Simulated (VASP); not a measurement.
Here is a VASP 6.6.1 calculation.

Contents of INCAR:

```
SYSTEM = BN
PREC = Accurate
ENCUT = 520
EDIFF = 1E-6
ISMEAR = 0
SIGMA = 0.01
LREAL = .FALSE.
LASPH = .TRUE.
NELM = 80
ALGO = Normal
ISIF = 2
LWAVE = .FALSE.
LCHARG = .FALSE.
GGA = PE
NBANDS = 11
```

Contents of KPOINTS:

```
Automatic mesh
0
G
  10 10 10
  0 0 0
```

The input POSCAR:

```
BN
1.0
    0.0000000000      1.8048254497      1.8048254497
    1.8048254497      0.0000000000      1.8048254497
    1.8048254497      1.8048254497      0.0000000000
B N
1 1
Direct
    0.0000000000      0.0000000000      0.0000000000
    0.2500000000      0.2500000000      0.2500000000
```

Potentials or basis: VASP PAW PBE potentials, release 64 (B, N).

Run with:

```console
$ cat potpaw_PBE.64/B/POTCAR potpaw_PBE.64/N/POTCAR > POTCAR
$ mpirun -np 1 vasp_std > vasp.out
```

(1) Predict the band gap on the k mesh.

(2) Predict the pressure.

## Answers

(1) 4.46 eV, indirect (least direct gap 8.84 eV).

(2) 5.0 GPa.
